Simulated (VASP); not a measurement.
A run of VASP 6.6.1 is set up as follows.

File INCAR:

```
PREC = Accurate ; ENCUT = 520
EDIFF = 1E-6 ; ISMEAR = 0
SIGMA = 0.05 ; LREAL = F
LASPH = T ; NELM = 80
ALGO = Normal ; ISIF = 2
LWAVE = F ; LCHARG = F
GGA = PE ; NBANDS = 11
```

Contents of KPOINTS:

```
regular mesh
0
Gamma
  10 10 10
```

The input POSCAR:

```
BAs
1.0
    0.0000000000      2.2929600000      2.1974200000
    2.2929600000      0.0000000000      2.1974200000
    2.2929600000      2.2929600000      0.0000000000
B As
1 1
Direct
    0.0000000000      0.0000000000      0.0000000000
    0.7500000000      0.7500000000      0.7500000000
```

Potentials or basis: VASP PAW PBE potentials, release 64 (B, As).

Launch:

```console
$ cat potpaw_PBE.64/B/POTCAR potpaw_PBE.64/As/POTCAR > POTCAR
$ mpirun -np 1 vasp_std > vasp.out
```

**Question.** What does it give for the band gap on the k mesh?

**Answer.** 0.30 eV, indirect (least direct gap 3.05 eV).

**Question.** What does it give for the pressure?

**Answer.** 36.8 GPa.

Stress tensor (GPa, compression positive):
```
33.78  0.00  0.00
 0.00 33.78  0.00
 0.00  0.00 42.83
```

Caveat: the cell differs from its parent crystal (strain -0.040 along x and y, -0.080 along z). A k mesh can miss the band edges.
